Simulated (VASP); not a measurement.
Here is a VASP 6.6.1 calculation.

File INCAR:

```
PREC = Accurate ; ENCUT = 520
EDIFF = 1E-7 ; ISMEAR = -1
SIGMA = 0.06122561905347299 ; LREAL = False
LASPH = True ; NELM = 80
ALGO = Normal ; ISIF = 2
LWAVE = False ; LCHARG = True
GGA = PE ; LELF = True
LVHAR = True ; NBANDS = 11
```

Contents of KPOINTS:

```
Automatic mesh
0
Gamma
  24 24 24
```

File POSCAR:

```
Pt
1.0
    0.0000000000      1.9450127372      1.9450127372
    1.9450127372      0.0000000000      1.9450127372
    1.9450127372      1.9450127372      0.0000000000
Pt
1
Direct
    0.0000000000      0.0000000000      0.0000000000
```

Potentials or basis: VASP PAW PBE potentials, release 64 (Pt).

The run is started by

```console
$ cat potpaw_PBE.64/Pt/POTCAR > POTCAR
$ mpirun -np 1 vasp_std > vasp.out
```

(1) Predict the band gap on the k mesh.

(2) Predict the pressure.

Results:

(1) zero (bands 5 and 6 overlap by 2.33 eV).

(2) 17.4 GPa.

Caveat: the cell stands under pressure; spin-orbit coupling is left out, which moves the levels of the heavy elements.
